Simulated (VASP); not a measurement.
Wanted: the native input for a VASP 6.6.1 run.

| Item | Value |
| --- | --- |
| Task | single point |
| Functional | LDA |
| Potentials or basis | VASP PAW LDA potentials, release 64 (B, As_d) |
| Cutoff | 560 eV |
| k mesh | 10 × 10 × 10 |
| Occupations | gaussian, width 0.01 eV |
| Spin | no spin polarisation |
| Dipole correction | no |
| Further INCAR settings | ALGO = Normal; EDIFF = 1e-06; NBANDS = 16 |

The structure of BAs lies in POSCAR:

```
BAs
1.0
    0.0000000000      2.3501597761      2.3501597761
    2.3501597761      0.0000000000      2.3501597761
    2.3501597761      2.3501597761      0.0000000000
B As
1 1
Direct
    0.0000000000      0.0000000000      0.0000000000
    0.7500000000      0.7500000000      0.7500000000
```

One way to write it, as run:

INCAR

```
ALGO     = Normal         # electronic algorithm
EDIFF    = 1E-6           # SCF threshold, eV
ENCUT    = 560            # plane-wave cutoff, eV
GGA_COMPAT= F            
ISIF     = 2              # what is computed and relaxed
ISMEAR   = 0              # smearing method
LASPH    = T              # aspherical terms in the spheres
LCHARG   = F              # write CHGCAR
LREAL    = F              # projectors in reciprocal space
LWAVE    = F              # write WAVECAR
NBANDS   = 16             # bands
NELM     = 120            # most SCF steps
PREC     = Accurate       # precision mode
SIGMA    = 0.01           # smearing width, eV
```

KPOINTS

```
k-points
0
Gamma
  10 10 10
```

Potentials or basis: VASP PAW LDA potentials, release 64 (B, As_d).

Run with:

```bash
$ cat potpaw_LDA.64/B/POTCAR potpaw_LDA.64/As_d/POTCAR > POTCAR
$ mpirun -np 1 vasp_std > vasp.out
```

It gave:

```yaml
Pressure: 4.2 GPa
Band_gap_on_the_k_mesh: 1.08 eV (least direct gap 3.31 eV)
```

Caveat: the cell stands under pressure.

Wall time 20 s on 1 thread of Intel(R) Xeon(R) Platinum 8259CL CPU @ 2.50GHz (Skylake/Cascade Lake), on a shared host, peak memory 0.15 GiB.
